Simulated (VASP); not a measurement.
# AlSi62 (a cell with a defect) in VASP: notebook

AlSi62 (a cell with a defect) is run at these levels: PBE+D3(BJ); tasks: single point, relaxation of the atoms.

All numbers are computed with VASP 6.6.1; they aren't measurements. Logs are shortened: lines on timing, memory, paths and dates and some standing lists are left out, and cuts for length are marked.

## Step 1: The cell of the first run

The cell holds a defect, 63 atoms: a = 10.860 Å, b = 10.860 Å, c = 10.860 Å, α = 90.00°, β = 90.00°, γ = 90.00°.

## Step 2: Single point, PBE+D3(BJ)

INCAR reads:

```
  PREC = Accurate
  ENCUT = 520
  EDIFF = 1E-6
  ISMEAR = 0
  SIGMA = 0.05
  LREAL = Auto
  LASPH = T
  NELM = 100
  ALGO = Normal
  ISIF = 2
  LWAVE = F
  LCHARG = F
  GGA = PE
  IVDW = 12
  NELECT = 252.0
  NBANDS = 162
```

KPOINTS reads:

```
Automatic mesh
0
Gamma
  1 1 1
```

POSCAR reads:

```
AlSi62
1.0
   10.8600000000      0.0000000000      0.0000000000
    0.0000000000     10.8600000000      0.0000000000
    0.0000000000      0.0000000000     10.8600000000
Si Al
62 1
Direct
    0.4917228361     -0.0087958564      0.0042648250
    0.6226887661      0.1232172192      0.1238182320
    0.7505285451      0.2500376611     -0.0004596685
    0.8806783610      0.3800036832      0.1210433702
    0.7488064457      0.0020452118      0.2513755064
    0.8766109576      0.1281383978      0.3734558932
   -0.0020520258      0.0018267956     -0.0011049724
    0.1256085635      0.1248545120      0.1244379374
    0.2504587477      0.2494446593     -0.0005821363
    0.3766134438      0.3746365562      0.1236432781
    0.5010896869      0.4994001842     -0.0012184162
    0.6254287293      0.6255797422      0.1244477901
    0.7502208103      0.7505446593     -0.0002287293
    0.8733372007      0.8782422652      0.1244594843
    0.2511694291      0.0021556169      0.2523689687
    0.3776723757      0.1271754144      0.3757182320
    0.5023285451      0.2510639963      0.2498480663
    0.6285397790      0.3771616943      0.3732572744
    0.7541107735      0.5026070902      0.2474026703
    0.8848906077      0.6299915285      0.3649726519
    0.4990541436     -0.0007483425      0.5027011050
    0.6252097606      0.1254321363      0.6248434622
    0.7505781768      0.2506294659      0.4993360037
    0.8767330571      0.3771729282      0.6212406998
    0.7473154696     -0.0008230203      0.7509973297
    0.8744683241      0.1268678637      0.8723603131
    0.0100019337      0.5094522099     -0.0023489871
    0.3626061694      0.8626761510      0.1301037753
    0.0023819521      0.2528591160      0.2475972376
    0.1290709024      0.3808586556      0.3683166667
    0.2527494475      0.5104820442      0.2388563536
    0.3772552486      0.6258465009      0.3754345304
    0.5018533149      0.7508781768      0.2516219153
    0.6260896869      0.8761498158      0.3768279926
   -0.0016308471      0.0018290055      0.5013693370
    0.1260316759      0.1235961326      0.6268088398
    0.2501939227      0.2506892265      0.4989428177
    0.3758238490      0.3736078269      0.6246269797
    0.5015034991      0.4985315838      0.5003593923
    0.6250492634      0.6256046041      0.6248452118
    0.7532018416      0.7490368324      0.4968869245
    0.8732465009      0.8757877532      0.6243509208
    0.2457326888     -0.0084292818      0.7577154696
    0.3734612339      0.1208052486      0.8764283610
    0.4989531308      0.2471855433      0.7510179558
    0.6255546041      0.3736760589      0.8738446593
    0.7498248619      0.4987415285      0.7482608656
    0.8745735727      0.6257850829      0.8729688766
    0.0148056169      0.7557483425      0.2350718232
    0.1254204420      0.8783768877      0.3765737569
    0.0026272560      0.5026409761      0.4956271639
    0.1255630755      0.6255351750      0.6244623389
    0.2501326888      0.7505099448      0.4995241252
    0.3732779926      0.8733350829      0.6279837937
    0.0000127993      0.2510489871      0.7475328729
    0.1260886740      0.3746933702      0.8733919890
    0.2511118785      0.4995315838      0.7490578269
    0.3639069982      0.6238786372      0.8861344383
    0.4944426335      0.7463763352      0.7553346225
    0.6217286372      0.8733300184      0.8765868324
   -0.0012170350      0.7507099448      0.7485602210
    0.1207758748      0.8625561694      0.8874775322
    0.1976383978      0.7056911602      0.0542616943
```

Potentials or basis: VASP PAW PBE potentials, release 64 (Si, Al).

Run with:

```bash
$ cat potpaw_PBE.64/Si/POTCAR potpaw_PBE.64/Al/POTCAR > POTCAR
$ mpirun -np 1 vasp_gam > vasp.out
```

OUTCAR:

```text
PREC = Accurate
   ENCUT = 520
   EDIFF = 1E-6
   ISMEAR = 0
   LREAL = Auto
   LASPH = T
   NELM = 100
   ISIF = 2
   GGA = PE
   IVDW = 12
   NELECT = 252.0
 IVDW          = 12

 ion  position               nearest neighbor table
   1  0.492  0.991  0.004-  60 2.36  44 2.36   2 2.40  28 2.40
   2  0.623  0.123  0.124-  17 2.35   5 2.35   3 2.38   1 2.40
   3  0.751  0.250  1.000-  46 2.35  26 2.35   2 2.38   4 2.39
   4  0.881  0.380  0.121-  29 2.35  19 2.35   3 2.39  27 2.40
   5  0.749  0.002  0.251-  34 2.35   2 2.35  14 2.35   6 2.36
   6  0.877  0.128  0.373-  23 2.35   5 2.36  35 2.36  29 2.36
[... 54 lines left out ...]
  61  0.999  0.751  0.749-  48 2.34  62 2.35  42 2.35  52 2.36
  62  0.121  0.863  0.887-  61 2.35   7 2.35  43 2.41  63 2.62
  63  0.198  0.706  0.054-  28 2.61  62 2.62  58 2.72  49 2.84  31 2.98  27 3.01

  LATTYP: Found a simple cubic cell.
 ALAT       =    10.8600000000

  Lattice vectors:

 A1 = (  10.8600000000,   0.0000000000,   0.0000000000)
 A2 = (   0.0000000000,  10.8600000000,   0.0000000000)
 A3 = (   0.0000000000,   0.0000000000,  10.8600000000)

Analysis of symmetry for initial positions (statically):
=====================================================================
 Subroutine PRICEL returns:
 Original cell was already a primitive cell.

 Routine SETGRP: Setting up the symmetry group for a
 simple cubic supercell.

 Subroutine GETGRP returns: Found  1 space group operations
 (whereof  1 operations were pure point group operations)
 out of a pool of 48 trial point group operations.

The static configuration has the point symmetry C_1 .

Analysis of symmetry for dynamics (positions and initial velocities):
=====================================================================
 Subroutine PRICEL returns:
 Original cell was already a primitive cell.

 Routine SETGRP: Setting up the symmetry group for a
 simple cubic supercell.

 Subroutine GETGRP returns: Found  1 space group operations
 (whereof  1 operations were pure point group operations)
 out of a pool of 48 trial point group operations.

The dynamic configuration has the point symmetry C_1 .

 Subroutine INISYM returns: Found  1 space group operations
 (whereof  1 operations are pure point group operations),
 and found     1 'primitive' translations

----------------------------------------------------------------------------------------

                                     Primitive cell

  volume of cell :    1280.8241

  direct lattice vectors                    reciprocal lattice vectors
    10.860000000  0.000000000  0.000000000     0.092081031  0.000000000  0.000000000
     0.000000000 10.860000000  0.000000000     0.000000000  0.092081031  0.000000000
     0.000000000  0.000000000 10.860000000     0.000000000  0.000000000  0.092081031

  length of vectors
    10.860000000 10.860000000 10.860000000     0.092081031  0.092081031  0.092081031

  position of ions in fractional coordinates (direct lattice)
     0.491722836  0.991204144  0.004264825
     0.622688766  0.123217219  0.123818232
     0.750528545  0.250037661  0.999540332
     0.880678361  0.380003683  0.121043370
     0.748806446  0.002045212  0.251375506
     0.876610958  0.128138398  0.373455893
[... 55 lines left out ...]
     0.120775875  0.862556169  0.887477532
     0.197638398  0.705691160  0.054261694

  ion indices of the primitive-cell ions
   primitive index   ion index
                 1           1
                 2           2
                 3           3
                 4           4
                 5           5
                 6           6
[... 55 lines left out ...]
                62          62
                63          63

----------------------------------------------------------------------------------------

 KPOINTS: Automatic mesh

Automatic generation of k-mesh.
 Grid dimensions read from file:
 generate k-points for:    1    1    1

 Generating k-lattice:

  Cartesian coordinates                     Fractional coordinates (reciprocal lattice)
     0.092081031  0.000000000  0.000000000     1.000000000  0.000000000  0.000000000
     0.000000000  0.092081031  0.000000000     0.000000000  1.000000000  0.000000000
     0.000000000  0.000000000  0.092081031     0.000000000  0.000000000  1.000000000

  Length of vectors
     0.092081031  0.092081031  0.092081031

  Shift w.r.t. Gamma in fractional coordinates (k-lattice)
     0.000000000  0.000000000  0.000000000

 Subroutine IBZKPT returns following result:
 ===========================================

 Found      1 irreducible k-points:

 Following reciprocal coordinates:
            Coordinates               Weight
  0.000000  0.000000  0.000000      1.000000
   k-points           NKPTS =      1   k-points in BZ     NKDIM =      1   number of bands    NBANDS=    162
   number of dos      NEDOS =    301   number of ions     NIONS =     63
   total plane-waves  NPLWV = 592704
   dimension x,y,z NGX =    84 NGY =   84 NGZ =   84
   dimension x,y,z NGXF=   168 NGYF=  168 NGZF=  168
   ions per type =              62   1
   NGX,Y,Z   is equivalent  to a cutoff of  12.86, 12.86, 12.86 a.u.
   NGXF,Y,Z  is equivalent  to a cutoff of  25.72, 25.72, 25.72 a.u.
 SYSTEM =  unknown system
   PREC   = accura    normal or accurate (medium, high low for compatibility)
   ISTART =      0    job   : 0-new  1-cont  2-samecut
   ICHARG =      2    charge: 1-file 2-atom 10-const
   ISPIN  =      1    spin polarized calculation?
   LNONCOLLINEAR =      F non collinear calculations
   LSORBIT =      F    spin-orbit coupling
   LASPH  =      T    aspherical Exc in radial PAW
   ENCUT  =  520.0 eV  38.22 Ry    6.18 a.u.  20.19 20.19 20.19*2*pi/ulx,y,z
   NELM   =    100;   NELMIN=  2; NELMDL= -5     # of ELM steps
   EDIFF  = 0.1E-05   stopping-criterion for ELM
   LREAL  =      T    real-space projection
   EDIFFG = 0.1E-04   stopping-criterion for IOM
   NSW    =      0    number of steps for IOM
   IBRION =     -1    ionic relax: 0-MD 1-quasi-New 2-CG
   NFREE  =      0    steps in history (QN), initial steepest desc. (CG)
   ISIF   =      2    stress and relaxation
   ISYM   =      2    0-nonsym 1-usesym 2-fastsym
   POTIM  = 0.5000    time-step for ionic-motion
   TEBEG  =    0.0;   TEEND  =   0.0 temperature during run
   PSTRESS=    0.0 pullay stress
   NELECT =     252.0000    total number of electrons
   NUPDOWN=      -1.0000    fix difference up-down
   EMIN   =  10.00;   EMAX   =-10.00  energy-range for DOS
   EFERMI =   0.00;   METHOD = LEGACY
   ISMEAR =     0;   SIGMA  =   0.05  broadening in eV -4-tet -1-fermi 0-gaus
   EFERMI_NEDOS =   21; number of points for ismear=-14 and -15
   IALGO  =     38    algorithm
   IMIX   =      4    mixing-type and parameters
     AMIX     =   0.40;   BMIX     =  1.00
     AMIX_MAG =   1.60;   BMIX_MAG =  1.00
  volume/ion in A,a.u.               =      20.33       137.20
  Fermi-wavevector in a.u.,A,eV,Ry     =   0.952164  1.799329 12.335269  0.906617
  Thomas-Fermi vector in A             =   2.080702
   LORBIT       =      0    0 simple, 1 ext, 2 COOP (PROOUT), +10 PAW based schemes
   GGA     = PE    functional components
   LHFCALC =     F    Hartree Fock is set to
   AEXX    =    0.0000 exact exchange contribution
   IVDW    =    12    specifies the selected vdW correction
   LEPSILON=     F    determine dielectric tensor
   LRPA    =     F    only Hartree local field effects (RPA)
 non-spin polarized calculation
 Gauss-broadening in eV      SIGMA  =   0.05
  energy-cutoff  :      520.00
  volume of cell :     1280.82
 maximum number of plane-waves:     17229
 NGX is ok and might be reduce to    84
   NGX = 41   NGY = 41   NGZ = 41

 number of electron     251.9999995 magnetization

 Free energy of the ion-electron system (eV)
  ---------------------------------------------------
  ext. energy  EPLUGINS =         0.00000000
  ---------------------------------------------------
  free energy    TOTEN  =      -324.83898310 eV

  energy without entropy =     -324.78333115  energy(sigma->0) =     -324.81115712

 E-fermi :   6.2307     XC(G=0):  -9.3558

 val. band max:        6.2248246844   @ k =   0.0000   0.0000   0.0000
 cond. band min:       6.2365264138   @ k =   0.0000   0.0000   0.0000
 fundamental gap:      0.0117017294
 Fermi energy:         6.2306755143

 k-point     1 :       0.0000    0.0000    0.0000
  band No.  band energies     occupation
      1      -6.1937      2.00000
      2      -5.1498      2.00000
      3      -5.1490      2.00000
      4      -5.1466      2.00000
      5      -5.1406      2.00000
      6      -5.0808      2.00000
[... 130 lines left out ...]
    137       6.9066      0.00000
    138       6.9090      0.00000
 [bands above 138 left out]

------------------------ aborting loop because EDIFF is reached ----------------------------------------

 Edisp (eV)  -19.65043

 E6    (eV) :   -11.4940

 E8    (eV) :    -8.1564

  FORCE on cell =-STRESS in cart. coord.  units (eV):
  Direction    XX          YY          ZZ          XY          YZ          ZX
  --------------------------------------------------------------------------------------
  -------------------------------------------------------------------------------------
  Total       3.52230     4.28287     3.38326    -5.51686     5.71840     5.70583
  in kB       4.40603     5.35742     4.23211    -6.90102     7.15312     7.13740
  external pressure =        4.67 kB  Pullay stress =        0.00 kB

 VOLUME and BASIS-vectors are now :
 -----------------------------------------------------------------------------
  energy-cutoff  :      520.00
  volume of cell :     1280.82
      direct lattice vectors                 reciprocal lattice vectors
    10.860000000  0.000000000  0.000000000     0.092081031  0.000000000  0.000000000
     0.000000000 10.860000000  0.000000000     0.000000000  0.092081031  0.000000000
     0.000000000  0.000000000 10.860000000     0.000000000  0.000000000  0.092081031

 POSITION                                       TOTAL-FORCE (eV/Angst)
 -----------------------------------------------------------------------------------
      5.34011     10.76448      0.04632         0.011329      0.013590     -0.001592
      6.76240      1.33814      1.34467         0.005143      0.001579      0.006577
      8.15074      2.71541     10.85501         0.000812      0.001842     -0.000395
      9.56417      4.12684      1.31453        -0.005825     -0.002922      0.006447
      8.13204      0.02221      2.72994         0.005274     -0.002354     -0.000180
      9.51999      1.39158      4.05573        -0.004981     -0.007166      0.003719
[... 55 lines left out ...]
      1.31163      9.36736      9.63801        -0.010873      0.021152     -0.011782
      2.14635      7.66381      0.58928         0.149533      0.085898     -0.209612
 -----------------------------------------------------------------------------------
    total drift:                                0.014715     -0.004384     -0.010271

  FREE ENERGIE OF THE ION-ELECTRON SYSTEM (eV)
  ---------------------------------------------------
  free  energy   TOTEN  =      -344.4894106618 eV

  energy  without entropy=     -344.4337587069  energy(sigma->0) =     -344.46158468
```

Run time: 15 min. Hardware: 1 thread of Intel Xeon 8259CL, shared host; peak memory 0.99 GiB.

Results:

| Item | Value |
| --- | --- |
| Free energy | -344.4894 eV |
| Largest force | 0.271 eV/Å |
| Dispersion energy per atom | -0.312 eV |

Forces on the atoms (eV/Å):
```
Si   0.011  0.014 -0.002
Si   0.005  0.002  0.007
Si   0.001  0.002  0.000
Si  -0.006 -0.003  0.006
Si   0.005 -0.002  0.000
Si  -0.005 -0.007  0.004
Si  -0.002  0.003 -0.005
Si  -0.002 -0.001  0.001
Si   0.001 -0.006 -0.001
Si   0.011 -0.011 -0.008
Si  -0.005 -0.001 -0.005
Si  -0.004 -0.001 -0.001
Si  -0.002  0.000  0.000
Si   0.002 -0.002 -0.011
Si   0.003  0.002  0.002
Si  -0.008 -0.006  0.006
Si  -0.006 -0.006  0.011
Si   0.001 -0.001  0.002
Si  -0.002  0.002  0.001
Si  -0.014 -0.010  0.013
Si  -0.001 -0.002  0.004
Si  -0.003 -0.006  0.004
Si  -0.002  0.000  0.001
Si  -0.002 -0.002  0.001
Si  -0.004 -0.002  0.000
Si  -0.010 -0.003  0.006
Si  -0.013 -0.011 -0.006
Si   0.021  0.029  0.008
Si  -0.002 -0.005  0.000
Si  -0.011 -0.014  0.017
Si   0.008 -0.024  0.024
Si   0.001  0.003  0.010
Si  -0.001  0.003  0.003
Si   0.003 -0.002  0.003
Si   0.001 -0.002 -0.006
Si  -0.008 -0.004  0.004
Si   0.002 -0.005  0.007
Si   0.001  0.004 -0.003
Si  -0.003  0.004  0.001
Si  -0.013 -0.007  0.016
Si  -0.009  0.000  0.008
Si  -0.003  0.000 -0.003
Si   0.002  0.007 -0.004
Si   0.000  0.002  0.000
Si  -0.002  0.001  0.002
Si   0.003  0.004  0.000
Si   0.002  0.005  0.003
Si  -0.005  0.000  0.000
Si  -0.012 -0.015  0.008
Si   0.010 -0.003 -0.003
Si  -0.003  0.002  0.006
Si   0.000  0.000  0.004
Si   0.002  0.001  0.006
Si  -0.001 -0.002  0.005
Si  -0.009 -0.002  0.008
Si   0.008 -0.006 -0.007
Si   0.004 -0.002  0.005
Si  -0.039 -0.013  0.039
Si  -0.028 -0.007  0.029
Si  -0.003 -0.001  0.000
Si  -0.002  0.003  0.002
Si  -0.011  0.021 -0.012
Al   0.150  0.086 -0.210
```

Caveat: the k points lie up to 0.58 Å⁻¹ apart; the cell carries a net charge on a neutralising background, which shifts energy and pressure; the cell is charged against a uniform background, so pressure and absolute levels hang on convention.

(Part 1 of 3 ends here.)
